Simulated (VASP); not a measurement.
# Cs2SnI6 (Fm-3m) in VASP: notebook

Aim: see how the results for Cs2SnI6 move with the level of theory and the settings. Levels: PBE, PBE0, r2SCANh. Tasks: single point.

Program: VASP 6.6.1. These are calculated values, not measurements. Logs are shortened: lines on timing, memory, paths and dates and some standing lists are left out, and cuts for length are marked.

### Step 1. The cell of the first run

The structure is cubic, space group Fm-3m (No. 225). Conventional cell: a = 11.841 Å, b = 11.841 Å, c = 11.841 Å, α = 90.00°, β = 90.00°, γ = 90.00°. Within 5.5 Å of Cs (site symmetry -43m) lie 12 I at 4.19 Å and 4 Sn at 5.13 Å. Sn (site symmetry m-3m) has 6 I at 2.88 Å within 3.8 Å. I (site symmetry 4mm) has 1 Sn at 2.88 Å within 3.8 Å.

### Step 2. Single point, PBE, non-collinear spin, zero start, spin-orbit coupling

Input file INCAR:

```
ALGO = Normal
EDIFF = 1E-6
ENCUT = 500
GGA = PE
GGA_COMPAT = False
ISIF = 2
ISMEAR = -1
KPAR = 4
LASPH = True
LCHARG = False
LORBIT = 11
LORBMOM = True
LREAL = False
LSORBIT = True
LWAVE = False
MAGMOM = 0 0 0 0 0 0 0 0 0 0 0 0 0 0 0 0 0 0 0 0 0 0 0 0 0 0 0
NBANDS = 93
NELM = 200
PREC = Accurate
SIGMA = 0.02
```

Input file KPOINTS:

```
k-points
0
Gamma
  4 4 4
```

Input file POSCAR:

```
Cs2SnI6
1.0
    0.0000000000      5.9203886531      5.9203886531
    5.9203886531      0.0000000000      5.9203886531
    5.9203886531      5.9203886531      0.0000000000
Cs Sn I
2 1 6
Direct
    0.2500000000      0.2500000000      0.2500000000
    0.7500000000      0.7500000000      0.7500000000
    0.0000000000      0.0000000000      0.0000000000
    0.2436476375      0.7563523625      0.7563523625
    0.2436476375      0.7563523625      0.2436476375
    0.7563523625      0.2436476375      0.7563523625
    0.7563523625      0.2436476375      0.2436476375
    0.7563523625      0.7563523625      0.2436476375
    0.2436476375      0.2436476375      0.7563523625
```

Potentials or basis: VASP PAW PBE potentials, release 64 (Cs_sv, Sn_d, I).

The run is started by

```console
$ cat potpaw_PBE.64/Cs_sv/POTCAR potpaw_PBE.64/Sn_d/POTCAR potpaw_PBE.64/I/POTCAR > POTCAR
$ mpirun -np 4 vasp_ncl > vasp.out
```

OUTCAR:

```text
EDIFF = 1E-6
   ENCUT = 500
   GGA = PE
   ISIF = 2
   ISMEAR = -1
   LASPH = True
   LORBIT = 11
   LREAL = False
   LSORBIT = True
   NELM = 200
   PREC = Accurate

 ion  position               nearest neighbor table
   1  0.250  0.250  0.250-
   2  0.750  0.750  0.750-
   3  0.000  0.000  0.000-   4 2.88   5 2.88   6 2.88   7 2.88   8 2.88   9 2.88
   4  0.244  0.756  0.756-   3 2.88
   5  0.244  0.756  0.244-   3 2.88
   6  0.756  0.244  0.756-   3 2.88
   7  0.756  0.244  0.244-   3 2.88
   8  0.756  0.756  0.244-   3 2.88
   9  0.244  0.244  0.756-   3 2.88

  LATTYP: Found a face centered cubic cell.
 ALAT       =    11.8407773062

  Lattice vectors:

 A1 = (   0.0000000000,   5.9203886531,   5.9203886531)
 A2 = (   5.9203886531,   0.0000000000,   5.9203886531)
 A3 = (   5.9203886531,   5.9203886531,   0.0000000000)

Analysis of symmetry for initial positions (statically):
=====================================================================
 Subroutine PRICEL returns:
 Original cell was already a primitive cell.

 Routine SETGRP: Setting up the symmetry group for a
 face centered cubic supercell.

 Subroutine GETGRP returns: Found 48 space group operations
 (whereof 48 operations were pure point group operations)
 out of a pool of 48 trial point group operations.

The static configuration has the point symmetry O_h .

Analysis of symmetry for dynamics (positions and initial velocities):
=====================================================================
 Subroutine PRICEL returns:
 Original cell was already a primitive cell.

 Routine SETGRP: Setting up the symmetry group for a
 face centered cubic supercell.

 Subroutine GETGRP returns: Found 48 space group operations
 (whereof 48 operations were pure point group operations)
 out of a pool of 48 trial point group operations.

The dynamic configuration has the point symmetry O_h .

Analysis of structural, dynamic, and magnetic symmetry:
=====================================================================
 Subroutine PRICEL returns:
 Original cell was already a primitive cell.

 Routine SETGRP: Setting up the symmetry group for a
 face centered cubic supercell.

 Subroutine GETGRP returns: Found 48 space group operations
 (whereof 48 operations were pure point group operations)
 out of a pool of 48 trial point group operations.

The overall configuration has the point symmetry O_h .

 Subroutine INISYM returns: Found 48 space group operations
 (whereof 48 operations are pure point group operations),
 and found     1 'primitive' translations

----------------------------------------------------------------------------------------

                                     Primitive cell

  volume of cell :     415.0311

  direct lattice vectors                    reciprocal lattice vectors
     0.000000000  5.920388653  5.920388653    -0.084453915  0.084453915  0.084453915
     5.920388653  0.000000000  5.920388653     0.084453915 -0.084453915  0.084453915
     5.920388653  5.920388653  0.000000000     0.084453915  0.084453915 -0.084453915

  length of vectors
     8.372693928  8.372693928  8.372693928     0.146278472  0.146278472  0.146278472

  position of ions in fractional coordinates (direct lattice)
     0.250000000  0.250000000  0.250000000
     0.750000000  0.750000000  0.750000000
     0.000000000  0.000000000  0.000000000
     0.243647637  0.756352363  0.756352363
     0.243647637  0.756352363  0.243647637
     0.756352363  0.243647637  0.756352363
     0.756352363  0.243647637  0.243647637
     0.756352363  0.756352363  0.243647637
     0.243647637  0.243647637  0.756352363

  ion indices of the primitive-cell ions
   primitive index   ion index
                 1           1
                 2           2
                 3           3
                 4           4
                 5           5
                 6           6
                 7           7
                 8           8
                 9           9

----------------------------------------------------------------------------------------

 KPOINTS: k-points

Automatic generation of k-mesh.
 Grid dimensions read from file:
 generate k-points for:    4    4    4

 Generating k-lattice:

  Cartesian coordinates                     Fractional coordinates (reciprocal lattice)
    -0.021113479  0.021113479  0.021113479     0.250000000  0.000000000  0.000000000
     0.021113479 -0.021113479  0.021113479     0.000000000  0.250000000  0.000000000
     0.021113479  0.021113479 -0.021113479     0.000000000  0.000000000  0.250000000

[... 91 lines left out ...]

 E-fermi :   1.8200     XC(G=0):  -7.7113

 val. band max:        1.7399296063   @ k =   0.0000   0.0000   0.0000
 cond. band min:       1.8855796865   @ k =   0.0000   0.0000   0.0000
 fundamental gap:      0.1456500803
 Fermi energy:         1.8199515373

 k-point     1 :       0.0000    0.0000    0.0000
  band No.  band energies     occupation
[... 45 lines left out ...]
  ---------------------------------------------------
  free  energy   TOTEN  =       -24.2206817308 eV

  energy  without entropy=      -24.2204697886  energy(sigma->0) =      -24.22057576

 orbital moment (x)

 # of ion     p       d       tot
 ----------------------------------------
  1         0.000  -0.000  -0.000
  2        -0.000  -0.000  -0.000
  3         0.000   0.000   0.000
  4         0.000  -0.000  -0.000
  5        -0.000  -0.000  -0.000
  6         0.000  -0.000   0.000
  7         0.000  -0.000  -0.000
  8         0.000   0.000   0.000
  9         0.000   0.000   0.000
 ----------------------------------------
            0.000  -0.000  -0.000

 orbital moment (y)

 # of ion     p       d       tot
 ----------------------------------------
  1        -0.000   0.000  -0.000
  2        -0.000  -0.000  -0.000
  3         0.000  -0.000  -0.000
  4         0.000   0.000   0.000
  5         0.000   0.000   0.000
  6         0.000  -0.000  -0.000
  7         0.000   0.000   0.000
  8         0.000   0.000   0.000
  9        -0.000   0.000  -0.000
 ----------------------------------------
            0.000   0.000   0.000

 orbital moment (z)

 # of ion     p       d       tot
 ----------------------------------------
  1         0.000   0.000   0.000
  2         0.000   0.000   0.000
  3         0.000   0.000   0.000
  4         0.000   0.000   0.000
  5         0.000  -0.000  -0.000
  6         0.000   0.000   0.000
  7         0.000   0.000   0.000
  8         0.000   0.000   0.000
  9         0.000   0.000   0.000
 ----------------------------------------
            0.000  -0.000  -0.000

 Spin-Orbit-Coupling matrix elements

 Ion:    1  E_soc:     -0.3243106
 l=   1
     0.0000000    -0.0540216    -0.0540216
    -0.0540216     0.0000000    -0.0540216
    -0.0540216    -0.0540216     0.0000000
 l=   2
     0.0000000    -0.0000039     0.0000000    -0.0000039    -0.0000263
    -0.0000039     0.0000000    -0.0000197    -0.0000039    -0.0000066
     0.0000000    -0.0000197     0.0000000    -0.0000197     0.0000000
    -0.0000039    -0.0000039    -0.0000197     0.0000000    -0.0000066
    -0.0000263    -0.0000066     0.0000000    -0.0000066     0.0000000
 l=   3
     0.0000000     0.0000000     0.0000000     0.0000000     0.0000000     0.0000000     0.0000000
     0.0000000     0.0000000     0.0000000     0.0000000     0.0000000     0.0000000     0.0000000
     0.0000000     0.0000000     0.0000000     0.0000000     0.0000000     0.0000000     0.0000000
     0.0000000     0.0000000     0.0000000     0.0000000     0.0000000     0.0000000     0.0000000
[... 149 lines left out ...]
 l=   2
     0.0000000    -0.0000044     0.0000000    -0.0000044    -0.0000068
    -0.0000044     0.0000000    -0.0000108    -0.0000049    -0.0000065
     0.0000000    -0.0000108     0.0000000    -0.0000108     0.0000000
    -0.0000044    -0.0000049    -0.0000108     0.0000000    -0.0000065
    -0.0000068    -0.0000065     0.0000000    -0.0000065     0.0000000
 l=   3
     0.0000000     0.0000000     0.0000000     0.0000000     0.0000000     0.0000000     0.0000000
     0.0000000     0.0000000     0.0000000     0.0000000     0.0000000     0.0000000     0.0000000
     0.0000000     0.0000000     0.0000000     0.0000000     0.0000000     0.0000000     0.0000000
     0.0000000     0.0000000     0.0000000     0.0000000     0.0000000     0.0000000     0.0000000
     0.0000000     0.0000000     0.0000000     0.0000000     0.0000000     0.0000000     0.0000000
     0.0000000     0.0000000     0.0000000     0.0000000     0.0000000     0.0000000     0.0000000
     0.0000000     0.0000000     0.0000000     0.0000000     0.0000000     0.0000000     0.0000000

 total charge

# of ion       s       p       d       tot
------------------------------------------
    1        1.833   4.707   0.019   6.558
    2        1.833   4.707   0.019   6.558
    3        1.087   0.921  10.073  12.081
    4        1.513   2.780   0.011   4.304
    5        1.513   2.780   0.011   4.304
    6        1.513   2.780   0.011   4.304
    7        1.513   2.780   0.011   4.304
    8        1.513   2.780   0.011   4.304
    9        1.513   2.780   0.011   4.304
--------------------------------------------------
tot         13.832  27.015  10.174  51.020

 magnetization (x)

# of ion       s       p       d       tot
------------------------------------------
    1        0.000  -0.000   0.000  -0.000
    2        0.000  -0.000   0.000  -0.000
    3        0.000   0.000   0.000   0.000
    4        0.000   0.000   0.000   0.000
    5       -0.000  -0.000   0.000  -0.000
    6       -0.000  -0.000   0.000  -0.000
    7        0.000   0.000   0.000   0.000
    8        0.000   0.000  -0.000   0.000
    9        0.000   0.000  -0.000   0.000
--------------------------------------------------
tot         -0.000   0.000  -0.000   0.000

 magnetization (y)

# of ion       s       p       d       tot
------------------------------------------
    1        0.000  -0.000   0.000  -0.000
    2        0.000  -0.000   0.000  -0.000
    3        0.000   0.000   0.000   0.000
    4        0.000   0.000  -0.000   0.000
    5        0.000   0.000   0.000   0.000
    6        0.000   0.000   0.000   0.000
    7        0.000  -0.000  -0.000  -0.000
    8        0.000  -0.000   0.000  -0.000
    9        0.000  -0.000   0.000  -0.000
--------------------------------------------------
tot          0.000  -0.000  -0.000  -0.000

 magnetization (z)

# of ion       s       p       d       tot
------------------------------------------
    1        0.000  -0.000   0.000  -0.000
    2        0.000  -0.000   0.000  -0.000
    3       -0.000   0.000   0.000  -0.000
    4       -0.000  -0.000   0.000  -0.000
    5        0.000   0.000  -0.000   0.000
    6        0.000   0.000  -0.000   0.000
    7       -0.000  -0.000   0.000  -0.000
    8        0.000   0.000   0.000   0.000
    9        0.000   0.000   0.000   0.000
--------------------------------------------------
tot          0.000  -0.000   0.000  -0.000
```

Run time: 9.8 min. Hardware: 4 MPI ranks of Intel Xeon Platinum 8375C at 2.90GHz (Ice Lake), shared host; peak memory 1.9 GiB.

What came out:

* Free energy: -24.2207 eV
* Pressure: 0.8 GPa
* Largest force: 0.194 eV/Å
* Net moment: 0.00 μB per cell
* Valence electrons inside the program's atomic spheres: Cs 6.56; Sn 12.08; I 4.30

Forces on the atoms (eV/Å):
```
Cs   0.000  0.000  0.000
Cs   0.000  0.000  0.000
Sn   0.000  0.000  0.000
I   -0.194  0.000  0.000
I    0.000  0.194  0.000
I    0.000 -0.194  0.000
I    0.194  0.000  0.000
I    0.000  0.000 -0.194
I    0.000  0.000  0.194
```

Moments on the atoms (μB; x, y, z):
```
Cs  0.00 0.00 0.00
Cs  0.00 0.00 0.00
Sn  0.00 0.00 0.00
I   0.00 0.00 0.00
I   0.00 0.00 0.00
I   0.00 0.00 0.00
I   0.00 0.00 0.00
I   0.00 0.00 0.00
I   0.00 0.00 0.00
```

### Step 3. Single point, PBE0

POSCAR is that of step 2.

Input file INCAR.step1:

```
ALGO     = Normal         # electronic algorithm
EDIFF    = 1E-5           # SCF threshold, eV
ENCUT    = 400            # plane-wave cutoff, eV
GGA      = PE             # functional
GGA_COMPAT= F            
ISIF     = 2              # what is computed and relaxed
ISMEAR   = 0              # smearing method
LASPH    = T              # aspherical terms in the spheres
LCHARG   = F              # write CHGCAR
LREAL    = F              # projectors in reciprocal space
LWAVE    = T              # write WAVECAR
NBANDS   = 47             # bands
NELM     = 120            # most SCF steps
PREC     = Accurate       # precision mode
SIGMA    = 0.01           # smearing width, eV
```

Input file INCAR.step2:

```
AEXX     = 0.25           # exact-exchange fraction
ALGO     = Normal         # electronic algorithm
EDIFF    = 1E-6           # SCF threshold, eV
ENCUT    = 400            # plane-wave cutoff, eV
GGA      = PE             # functional
GGA_COMPAT= F            
ISIF     = 2              # what is computed and relaxed
ISMEAR   = 0              # smearing method
ISTART   = 1            
LASPH    = T              # aspherical terms in the spheres
LCHARG   = F              # write CHGCAR
LHFCALC  = T              # exact exchange
LREAL    = F              # projectors in reciprocal space
LWAVE    = F              # write WAVECAR
NBANDS   = 47             # bands
NELM     = 120            # most SCF steps
PREC     = Accurate       # precision mode
PRECFOCK = Fast         
SIGMA    = 0.01           # smearing width, eV
```

Input file KPOINTS:

```
k-points
0
Gamma
  2 2 2
```

Potentials or basis: VASP PAW PBE potentials, release 64 (Cs_sv, Sn_d, I).

The run is started by

```console
$ cat potpaw_PBE.64/Cs_sv/POTCAR potpaw_PBE.64/Sn_d/POTCAR potpaw_PBE.64/I/POTCAR > POTCAR
$ cp INCAR.step1 INCAR
$ mpirun -np 1 vasp_std > vasp.out
$ cp INCAR.step2 INCAR
$ mpirun -np 1 vasp_std > vasp.out
```

It took 13 min on 1 thread of Intel Xeon Platinum 8259CL at 2.50GHz (Skylake/Cascade Lake), shared host; peak memory 0.5 GiB.

The run converged. Its results:

- Free energy: -30.6470 eV
- Pressure: -0.1 GPa
- Largest force: 0.218 eV/Å
- Band gap on the k mesh: 1.70 eV

Forces on the atoms (eV/Å):
```
Cs   0.000  0.000  0.000
Cs   0.000  0.000  0.000
Sn   0.000  0.000  0.000
I    0.218  0.000  0.000
I    0.000 -0.218  0.000
I    0.000  0.218  0.000
I   -0.218  0.000  0.000
I    0.000  0.000  0.218
I    0.000  0.000 -0.218
```

Levels at points of the mesh, in eV from the valence-band top:
```tsv
k point	band 35	band 36	band 37	band 38	band 39	band 40
(0.00, 0.00, 0.00)	0.00	0.00	0.00	1.70	5.78	5.78
(0.50, 0.00, 0.00)	-0.35	-0.23	-0.23	2.65	5.23	6.90
(0.50, 0.50, 0.00)	-0.68	-0.48	-0.02	2.97	6.31	6.31
```

Caveat: the k points lie up to 0.46 Å⁻¹ apart; the PAW data sets were made with another functional, which shifts forces and pressure a little; spin-orbit coupling is left out, which moves the levels of the heavy elements.

### Step 4. Single point, r2SCANh

POSCAR is that of step 3.

Input file INCAR.step1:

```
ALGO = Normal ; EDIFF = 1E-5
ENCUT = 440 ; GGA = PE
GGA_COMPAT = F ; ISIF = 2
ISMEAR = 0 ; LASPH = T
LCHARG = F ; LREAL = F
LWAVE = T ; NBANDS = 47
NELM = 120 ; PREC = Accurate
SIGMA = 0.01
```

Input file INCAR.step2:

```
AEXX = 0.1 ; ALGO = Normal
EDIFF = 1E-6 ; ENCUT = 440
GGA_COMPAT = F ; ISIF = 2
ISMEAR = 0 ; ISTART = 1
LASPH = T ; LCHARG = F
LHFCALC = T ; LMIXTAU = T
LREAL = F ; LWAVE = F
METAGGA = R2SCAN ; NBANDS = 47
NELM = 120 ; PREC = Accurate
PRECFOCK = Fast ; SIGMA = 0.01
```

KPOINTS is that of step 3.

The run is started by

```console
$ cat potpaw_PBE.64/Cs_sv/POTCAR potpaw_PBE.64/Sn_d/POTCAR potpaw_PBE.64/I/POTCAR > POTCAR
$ cp INCAR.step1 INCAR
$ mpirun -np 1 vasp_std > vasp.out
$ cp INCAR.step2 INCAR
$ mpirun -np 1 vasp_std > vasp.out
```

Run time: 30 min. Hardware: 1 thread of Intel Xeon Platinum 8259CL at 2.50GHz (Skylake/Cascade Lake), shared host; peak memory 0.62 GiB.

It converged, with:

- Free energy: -214.1786 eV
- Pressure: -0.1 GPa
- Largest force: 0.137 eV/Å
- Band gap on the k mesh: 1.00 eV

Forces on the atoms (eV/Å):
```
Cs   0.000  0.000  0.000
Cs   0.000  0.000  0.000
Sn   0.000  0.000  0.000
I    0.137  0.000  0.000
I    0.000 -0.137  0.000
I    0.000  0.137  0.000
I   -0.137  0.000  0.000
I    0.000  0.000  0.137
I    0.000  0.000 -0.137
```

Levels at points of the mesh, in eV from the valence-band top:
| k point | band 34 | band 35 | band 36 | band 37 | band 38 | band 39 | band 40 | band 41 |
| --- | --- | --- | --- | --- | --- | --- | --- | --- |
| (0.00, 0.00, 0.00) | -0.47 | 0.00 | 0.00 | 0.00 | 1.00 | 5.13 | 5.13 | 5.13 |
| (0.50, 0.00, 0.00) | -0.46 | -0.34 | -0.26 | -0.26 | 1.91 | 4.55 | 6.16 | 6.16 |
| (0.50, 0.50, 0.00) | -0.68 | -0.68 | -0.59 | -0.02 | 2.22 | 5.60 | 5.60 | 5.78 |

Caveat: the k points lie up to 0.46 Å⁻¹ apart; the PAW data sets were made with another functional, which shifts forces and pressure a little; spin-orbit coupling is left out, which moves the levels of the heavy elements.

### Step 5. Overview

| level | spin | k mesh | cutoff (eV) | smearing | grid for exact exchange (PRECFOCK) | share of exact exchange | gap on the mesh (eV) | pressure (GPa) | largest force (eV/Å) |
| --- | --- | --- | --- | --- | --- | --- | --- | --- | --- |
| PBE | non-collinear, zero start, SOC | 4 × 4 × 4 | 500 | fermi-dirac 0.02 eV | - | - | - | 0.8 | 0.19 |
| PBE0 | off | 2 × 2 × 2 | 400 | gaussian 0.01 eV | Fast | 0.25 | 1.70 | -0.1 | 0.22 |
| r2SCANh | off | 2 × 2 × 2 | 440 | gaussian 0.01 eV | Fast | 0.1 | 1.00 | -0.1 | 0.14 |

Alike in all rows: task single point; potentials or basis VASP PAW PBE potentials, release 64 (Cs_sv, Sn_d, I); cell as given.

Caveats: some runs use coarse meshes; the PAW data sets were made with another functional, which shifts forces and pressure a little (at least some runs); spin-orbit coupling is left out, which moves the levels of the heavy elements (at least some runs).

Total energies depend on the potentials used, so only differences within one code and one set of settings carry meaning.
